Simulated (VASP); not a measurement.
# Cr3B4 in VASP: a series of runs

Cr3B4 is run at these levels: PBE; tasks: single point.

Everything below comes from runs of VASP 6.6.1. Logs are shortened: lines on timing, memory, paths and dates and some standing lists are left out, and cuts for length are marked.

## (1) The cell of the first run

The cell holds a disordered packing, 7 atoms: a = 3.992 Å, b = 4.236 Å, c = 3.653 Å, α = 90.64°, β = 93.98°, γ = 109.42°.

## (2) Single point, PBE, collinear spin, zero start

Input file INCAR:

```
SYSTEM = Cr3B4
PREC     = Accurate       ! precision mode
ENCUT    = 520            ! plane-wave cutoff, eV
EDIFF    = 1E-7           ! SCF threshold, eV
ISMEAR   = -5             ! smearing method
SIGMA    = 0.1            ! smearing width, eV
LREAL    = .FALSE.        ! projectors in reciprocal space
LASPH    = .TRUE.         ! aspherical terms in the spheres
NELM     = 150            ! most SCF steps
ALGO     = Normal         ! electronic algorithm
ISIF     = 2              ! what is computed and relaxed
LWAVE    = .FALSE.        ! write WAVECAR
LCHARG   = .FALSE.        ! write CHGCAR
ISPIN    = 2              ! spin polarisation
MAGMOM   = 0 0 0 0 0 0 0  ! initial moments
LORBIT   = 11             ! projections on sites
LMAXMIX  = 4              ! l up to which the mixer works
GGA      = PE             ! functional
NBANDS   = 37             ! bands
```

Input file KPOINTS:

```
regular mesh
0
G
  5 5 5
  0 0 0
```

Input file POSCAR:

```
Cr3B4
1.0
    3.8431930000     -0.9798870000     -0.4526820000
   -0.3459960000      4.2050790000      0.3779080000
    0.0725170000     -0.3620400000      3.6342070000
Cr B
3 4
Direct
    0.5700380000      0.9153250000      0.9925430000
    0.4192880000      0.3600360000      0.2891090000
    0.1114520000      0.0931230000      0.7667690000
    0.1870560000      0.5766470000      0.6606870000
    0.0924620000      0.6180190000      0.1062010000
    0.8678310000      0.7041240000      0.4436860000
    0.8915630000      0.2755640000      0.3435050000
```

Potentials or basis: VASP PAW PBE potentials, release 64 (Cr_pv, B).

On the command line:

```
$ cat potpaw_PBE.64/Cr_pv/POTCAR potpaw_PBE.64/B/POTCAR > POTCAR
$ mpirun -np 1 vasp_std > vasp.out
```

OUTCAR:

```text
SYSTEM = Cr3B4
   PREC = Accurate
   ENCUT = 520
   EDIFF = 1E-7
   ISMEAR = -5
   LREAL = .FALSE.
   LASPH = .TRUE.
   NELM = 150
   ISIF = 2
   ISPIN = 2
   LORBIT = 11
   GGA = PE

 ion  position               nearest neighbor table
   1  0.570  0.915  0.993-   5 1.98   7 2.01   4 2.03   3 2.26   3 2.31   6 2.32   2 2.43   2 2.51

   2  0.419  0.360  0.289-   6 1.94   7 2.03   7 2.04   5 2.05   4 2.06   3 2.27   3 2.29   1 2.43
                             1 2.51
   3  0.111  0.093  0.767-   6 1.95   7 2.01   4 2.01   1 2.26   2 2.27   2 2.29   1 2.31   4 2.34
                             5 2.36   7 2.55   5 2.56
   4  0.187  0.577  0.661-   6 1.69   5 1.72   7 1.77   3 2.01   1 2.03   5 2.05   2 2.06   3 2.34

   5  0.092  0.618  0.106-   6 1.68   7 1.69   4 1.72   1 1.98   2 2.05   4 2.05   3 2.36   3 2.56

   6  0.868  0.704  0.444-   5 1.68   4 1.69   7 1.88   2 1.94   3 1.95   1 2.32
   7  0.892  0.276  0.344-   5 1.69   4 1.77   6 1.88   1 2.01   3 2.01   2 2.03   2 2.04   3 2.55

  LATTYP: Found a triclinic cell.
 ALAT       =     4.7579240688
 B/A-ratio  =     0.8903419806
 C/A-ratio  =     0.7677540713
 COS(alpha) =     0.0112509321
 COS(beta)  =     0.0682259119
 COS(gamma) =     0.6114441140

  Lattice vectors:

 A1 = (  -3.4971970000,  -3.2251920000,   0.0747740000)
 A2 = (   0.3459960000,  -4.2050790000,  -0.3779080000)
 A3 = (   0.0725170000,  -0.3620400000,   3.6342070000)

Analysis of symmetry for initial positions (statically):
=====================================================================
 Subroutine PRICEL returns:
 Original cell was already a primitive cell.

 Routine SETGRP: Setting up the symmetry group for a
 triclinic supercell.

 Subroutine GETGRP returns: Found  1 space group operations
 (whereof  1 operations were pure point group operations)
 out of a pool of  2 trial point group operations.

The static configuration has the point symmetry C_1 .

Analysis of symmetry for dynamics (positions and initial velocities):
=====================================================================
 Subroutine PRICEL returns:
 Original cell was already a primitive cell.

 Routine SETGRP: Setting up the symmetry group for a
 triclinic supercell.

 Subroutine GETGRP returns: Found  1 space group operations
 (whereof  1 operations were pure point group operations)
 out of a pool of  2 trial point group operations.

The dynamic configuration has the point symmetry C_1 .

Analysis of structural, dynamic, and magnetic symmetry:
=====================================================================
 Subroutine PRICEL returns:
 Original cell was already a primitive cell.

 Routine SETGRP: Setting up the symmetry group for a
 triclinic supercell.

 Subroutine GETGRP returns: Found  1 space group operations
 (whereof  1 operations were pure point group operations)
 out of a pool of  2 trial point group operations.

The overall configuration has the point symmetry C_1 .

 Subroutine INISYM returns: Found  1 space group operations
 (whereof  1 operations are pure point group operations),
 and found     1 'primitive' translations

----------------------------------------------------------------------------------------

                                     Primitive cell

  volume of cell :      58.0803

  direct lattice vectors                    reciprocal lattice vectors
     3.843193000 -0.979887000 -0.452682000     0.265476180  0.022121530 -0.003093566
    -0.345996000  4.205079000  0.377908000     0.064135326  0.241041760  0.022732843
     0.072517000 -0.362040000  3.634207000     0.026398891 -0.022309569  0.272413948

  length of vectors
     3.991895785  4.236179539  3.652915575     0.266414216  0.250462077  0.274597846

  position of ions in fractional coordinates (direct lattice)
     0.570038000  0.915325000  0.992543000
     0.419288000  0.360036000  0.289109000
     0.111452000  0.093123000  0.766769000
     0.187056000  0.576647000  0.660687000
     0.092462000  0.618019000  0.106201000
     0.867831000  0.704124000  0.443686000
     0.891563000  0.275564000  0.343505000

  ion indices of the primitive-cell ions
   primitive index   ion index
                 1           1
                 2           2
                 3           3
                 4           4
[... 63 lines left out ...]
   dimension x,y,z NGXF=    60 NGYF=   64 NGZF=   56
   ions per type =               3   4
   NGX,Y,Z   is equivalent  to a cutoff of  12.49, 12.56, 12.74 a.u.
   NGXF,Y,Z  is equivalent  to a cutoff of  24.99, 25.12, 25.49 a.u.
 SYSTEM =  Cr3B4
   PREC   = accura    normal or accurate (medium, high low for compatibility)
   ISTART =      0    job   : 0-new  1-cont  2-samecut
   ICHARG =      2    charge: 1-file 2-atom 10-const
   ISPIN  =      2    spin polarized calculation?
   LNONCOLLINEAR =      F non collinear calculations
   LSORBIT =      F    spin-orbit coupling
   LASPH  =      T    aspherical Exc in radial PAW
   ENCUT  =  520.0 eV  38.22 Ry    6.18 a.u.   7.42  7.88  6.79*2*pi/ulx,y,z
   NELM   =    150;   NELMIN=  2; NELMDL= -5     # of ELM steps
   EDIFF  = 0.1E-06   stopping-criterion for ELM
   LREAL  =      F    real-space projection
   EDIFFG = 0.1E-05   stopping-criterion for IOM
   NSW    =      0    number of steps for IOM
   IBRION =     -1    ionic relax: 0-MD 1-quasi-New 2-CG
   NFREE  =      0    steps in history (QN), initial steepest desc. (CG)
   ISIF   =      2    stress and relaxation
   ISYM   =      2    0-nonsym 1-usesym 2-fastsym
   POTIM  = 0.5000    time-step for ionic-motion
   TEBEG  =    0.0;   TEEND  =   0.0 temperature during run
   PSTRESS=    0.0 pullay stress
   NELECT =      48.0000    total number of electrons
   NUPDOWN=      -1.0000    fix difference up-down
   EMIN   =  10.00;   EMAX   =-10.00  energy-range for DOS
   EFERMI =   0.00;   METHOD = LEGACY
   ISMEAR =    -5;   SIGMA  =   0.10  broadening in eV -4-tet -1-fermi 0-gaus
   EFERMI_NEDOS =   21; number of points for ismear=-14 and -15
   IALGO  =     38    algorithm
   IMIX   =      4    mixing-type and parameters
     AMIX     =   0.40;   BMIX     =  1.00
     AMIX_MAG =   1.60;   BMIX_MAG =  1.00
  volume/ion in A,a.u.               =       8.30        55.99
  Fermi-wavevector in a.u.,A,eV,Ry     =   1.536310  2.903205 32.113132  2.360249
  Thomas-Fermi vector in A             =   2.642977
   LORBIT       =     11    0 simple, 1 ext, 2 COOP (PROOUT), +10 PAW based schemes
   GGA     = PE    functional components
   LHFCALC =     F    Hartree Fock is set to
   AEXX    =    0.0000 exact exchange contribution
   IVDW    =     0    specifies the selected vdW correction
   LEPSILON=     F    determine dielectric tensor
   LRPA    =     F    only Hartree local field effects (RPA)
 spin polarized calculation
 Fermi weights with tetrahedron method with Bloechl corrections
  energy-cutoff  :      520.00
  volume of cell :       58.08
 maximum number of plane-waves:      1580
 NGX is ok and might be reduce to    30
   NGX = 15   NGY = 15   NGZ = 13

 number of electron      48.0000000 magnetization       0.0000283

 number of electron      48.0000000 magnetization      -0.0000056

 Free energy of the ion-electron system (eV)
  ---------------------------------------------------
  ext. energy  EPLUGINS =         0.00000000
  ---------------------------------------------------
  free energy    TOTEN  =       -50.15908473 eV

  energy without entropy =      -50.15908473  energy(sigma->0) =      -50.15908473

 E-fermi :  10.0514     XC(G=0): -13.1732

 val. band max:       10.1201883919   @ k =  -0.2000   0.4000   0.4000
 cond. band min:       9.9922520413   @ k =   0.2000  -0.2000   0.2000
 fundamental gap:     -0.1279363506
 Fermi energy:        10.0513818038

 spin component 1

 k-point     1 :       0.0000    0.0000    0.0000
  band No.  band energies     occupation
      1     -33.3205      1.00000
      2     -33.2136      1.00000
      3     -33.0602      1.00000
      4     -33.0167      1.00000
      5     -32.9817      1.00000
      6     -32.7145      1.00000
[... 925 lines left out ...]
     35      16.5773      0.00000
     36      17.5933      0.00000

 [... further k-points ...]

 spin component 2

 k-point     1 :       0.0000    0.0000    0.0000
  band No.  band energies     occupation
      1     -33.3205      1.00000
      2     -33.2136      1.00000
      3     -33.0602      1.00000
      4     -33.0167      1.00000
      5     -32.9817      1.00000
      6     -32.7145      1.00000
[... 925 lines left out ...]
     35      16.5773      0.00000
     36      17.5932      0.00000

 [... further k-points ...]

 [bands above 36 left out]

------------------------ aborting loop because EDIFF is reached ----------------------------------------

  FORCE on cell =-STRESS in cart. coord.  units (eV):
  Direction    XX          YY          ZZ          XY          YZ          ZX
  --------------------------------------------------------------------------------------
  -------------------------------------------------------------------------------------
  Total       22.0760633      9.3263933     12.7283002      3.2745358      0.2239504      1.6821886
  in kB      608.9801043    257.2735870    351.1170224     90.3298339      6.1777932     46.4040804
  external PRESSURE =     405.7902379 kB  Pullay stress =       0.0000000 kB

 VOLUME and BASIS-vectors are now :
 -----------------------------------------------------------------------------
  energy-cutoff  :      520.00
  volume of cell :       58.08
      direct lattice vectors                 reciprocal lattice vectors
     3.843193000 -0.979887000 -0.452682000     0.265476180  0.022121530 -0.003093566
    -0.345996000  4.205079000  0.377908000     0.064135326  0.241041760  0.022732843
     0.072517000 -0.362040000  3.634207000     0.026398891 -0.022309569  0.272413948

 POSITION                                       TOTAL-FORCE (eV/Angst)
 -----------------------------------------------------------------------------------
      1.94604      2.93110      3.69497         2.832094     -1.045679     -0.430611
      1.50780      0.99846      0.99694         1.286951     -0.606819     -0.308887
      0.45172      0.00478      2.77134        -0.427046     -2.262705      2.024530
      0.56729      2.00236      2.53432        -0.292493      1.920790     -0.285711
      0.14922      2.46977      0.57765        -0.880994      0.402957     -0.987005
      3.12379      1.94989      1.48569        -1.973262      0.493228     -0.657628
      3.35601      0.16077      0.94891        -0.545250      1.098228      0.645313
 -----------------------------------------------------------------------------------
    total drift:                                0.000319      0.000145     -0.000019

  FREE ENERGIE OF THE ION-ELECTRON SYSTEM (eV)
  ---------------------------------------------------
  free  energy   TOTEN  =       -50.1590847258 eV

  energy  without entropy=      -50.1590847258  energy(sigma->0) =      -50.15908473

 total charge

# of ion       s       p       d       tot
------------------------------------------
    1        0.426   6.401   4.495  11.322
    2        0.450   6.489   4.622  11.560
    3        0.459   6.458   4.636  11.552
    4        0.725   1.351   0.000   2.077
    5        0.734   1.321   0.000   2.055
    6        0.746   1.307   0.000   2.053
    7        0.741   1.354   0.000   2.094
--------------------------------------------------
tot          4.281  24.680  13.752  42.713

 magnetization (x)

# of ion       s       p       d       tot
------------------------------------------
    1        0.000  -0.000  -0.000  -0.000
    2       -0.000   0.000   0.000   0.000
    3       -0.000   0.000   0.000   0.000
    4        0.000   0.000   0.000   0.000
    5       -0.000   0.000   0.000   0.000
    6        0.000   0.000   0.000   0.000
    7        0.000   0.000   0.000   0.000
--------------------------------------------------
tot          0.000   0.000  -0.000  -0.000
```

It took 9.7 min on 1 thread of Intel Xeon 8259CL, shared host; peak memory 0.33 GiB.

Results:

```yaml
Free_energy: -50.1591 eV
Pressure: 40.6 GPa
Largest_force: 3.066 eV/Å
Band_gap_on_the_k_mesh: zero (filled and empty bands overlap)
Net_moment: 0.00 μB per cell
Valence_electrons_inside_the_program's_atomic_spheres: Cr 11.32, 11.56, 11.55; B 2.08, 2.06, 2.05, 2.09
```

Forces in eV/Å, atoms in the order of the input:
```
Cr   2.832 -1.046 -0.431
Cr   1.287 -0.607 -0.309
Cr  -0.427 -2.263  2.025
B   -0.292  1.921 -0.286
B   -0.881  0.403 -0.987
B   -1.973  0.493 -0.658
B   -0.545  1.098  0.645
```

Caveat: tetrahedron occupations give inexact forces and stress in metals.

## (3) Single point, PBE, collinear spin, zero start

Input file INCAR:

```
PREC = Accurate ; ENCUT = 520
EDIFF = 1E-6 ; ISMEAR = -5
SIGMA = 0.1 ; LREAL = False
LASPH = True ; NELM = 150
ALGO = Normal ; ISIF = 2
LWAVE = False ; LCHARG = False
ISPIN = 2 ; MAGMOM = 0 0 0 0 0 0 0
LORBIT = 11 ; LMAXMIX = 4
GGA = PE ; NBANDS = 37
```

Input file KPOINTS:

```
regular mesh
0
Gamma
  5 5 5
```

POSCAR is that of step 2.

Potentials or basis: VASP PAW PBE potentials, release 64 (Cr_pv, B).

On the command line:

```
$ cat potpaw_PBE.64/Cr_pv/POTCAR potpaw_PBE.64/B/POTCAR > POTCAR
$ mpirun -np 1 vasp_std > vasp.out
```

Wall time 7.6 min (1 thread of Intel Xeon 8259CL, shared host); peak memory 0.32 GiB.

The run converged. Its results:

```yaml
Free_energy: -50.1591 eV
Pressure: 40.6 GPa
Largest_force: 3.066 eV/Å
Band_gap_on_the_k_mesh: zero (filled and empty bands overlap)
Net_moment: 0.00 μB per cell
Valence_electrons_inside_the_program's_atomic_spheres: Cr 11.32, 11.56, 11.55; B 2.08, 2.06, 2.05, 2.09
```

Forces in eV/Å, atoms in the order of the input:
```
Cr   2.832 -1.046 -0.431
Cr   1.287 -0.607 -0.309
Cr  -0.427 -2.263  2.025
B   -0.292  1.921 -0.286
B   -0.881  0.403 -0.987
B   -1.973  0.493 -0.658
B   -0.545  1.098  0.645
```

Stress tensor (GPa, compression positive):
```
60.90  9.03  4.64
 9.03 25.73  0.62
 4.64  0.62 35.12
```

Levels at points of the mesh, in eV from the Fermi level:
Spin up:
```
           k point  band 21  band 22  band 23  band 24  band 25  band 26  band 27  band 28
(0.00, 0.00, 0.00)    -1.69    -1.33    -0.84    -0.40    -0.07     0.32     0.97     1.33
```
Spin down:
```csv
k point,band 21,band 22,band 23,band 24,band 25,band 26,band 27,band 28
"(0.00, 0.00, 0.00)",-1.69,-1.33,-0.84,-0.40,-0.07,0.32,0.97,1.33
```

Caveat: tetrahedron occupations give inexact forces and stress in metals.
